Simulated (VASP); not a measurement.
Here is a VASP 6.6.1 calculation.

Contents of INCAR:

```
PREC     = Accurate       # precision mode
ENCUT    = 520            # plane-wave cutoff, eV
EDIFF    = 1E-6           # SCF threshold, eV
ISMEAR   = 0              # smearing method
SIGMA    = 0.1            # smearing width, eV
LREAL    = F              # projectors in reciprocal space
LASPH    = T              # aspherical terms in the spheres
NELM     = 80             # most SCF steps
ALGO     = Normal         # electronic algorithm
ISIF     = 2              # what is computed and relaxed
LWAVE    = F              # write WAVECAR
LCHARG   = F              # write CHGCAR
GGA      = PE             # functional
NBANDS   = 26             # bands
```

File KPOINTS:

```
regular mesh
0
Gamma
  6 6 6
```

Contents of POSCAR:

```
BeGa2C2
1.0
   -1.9449944052      1.9449944052      3.7529351195
    1.9449944052     -1.9449944052      3.7529351195
    1.9449944052      1.9449944052     -3.7529351195
Be Ga C
1 2 2
Direct
    0.0000000000      0.0000000000      0.0000000000
    0.2500000000      0.7500000000      0.5000000000
    0.7500000000      0.2500000000      0.5000000000
    0.5977688571      0.5977688571      0.0000000000
    0.4022311429      0.4022311429      0.0000000000
```

Potentials or basis: VASP PAW PBE potentials, release 64 (Be, Ga_d, C).

Run with:

```sh
$ cat potpaw_PBE.64/Be/POTCAR potpaw_PBE.64/Ga_d/POTCAR potpaw_PBE.64/C/POTCAR > POTCAR
$ mpirun -np 1 vasp_std > vasp.out
```

Question: What does it give for the largest force?

Answer: 0.007 eV/Å.

Question: What does it give for the band gap on the k mesh?

Answer: Zero (bands 18 and 19 overlap by 1.25 eV).

Forces in eV/Å, atoms in the order of the input:
```
Be   0.000  0.000  0.000
Ga   0.000  0.000  0.000
Ga   0.000  0.000  0.000
C    0.000  0.000  0.007
C    0.000  0.000 -0.007
```
